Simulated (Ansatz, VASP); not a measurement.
AlGa3As4: VASP beside Ansatz

```
Al Ga As
1.0
     4.07350    0.00000    0.00000
     0.00000    4.07350    0.00000
     0.00000    0.00000   11.35101
Al Ga As
1 3 4
Direct
  0.50000 0.50000 0.00000
  0.00000 0.00000 0.75034
  0.00000 0.00000 0.24966
  0.50000 0.50000 0.50000
  0.50000 0.00000 0.12388
  0.00000 0.50000 0.37489
  0.50000 0.00000 0.62511
  0.00000 0.50000 0.87612
```

Alike in both runs: functional PBE; k mesh 4 × 4 × 2; occupations gaussian, width 0.1 eV; no spin polarisation.

Ansatz relaxed the structure, and its values are those at the end. VASP's run is a single point on that final structure, the one shown.

```csv
,VASP,Ansatz
version,VASP 6.6.1,Ansatz 0.2.0
potentials or method,"VASP PAW PBE potentials, release 64 (Al, Ga_d, As), cutoff 520 eV","scalar-relativistic, plane waves, PAW"
valence electrons in the cell,62,102
```

```csv
,VASP,Ansatz,Ansatz less VASP
gap on the k mesh at the Fermi level (eV),0.53,0.52,-0.003
least direct gap on the mesh (eV),0.53,0.52,-0.003
pressure (GPa),0.5,0.3,-0.16
```

VASP's potentials hold 62 valence electrons a cell and Ansatz's 102, so a difference there can come from the potentials and not from the codes.
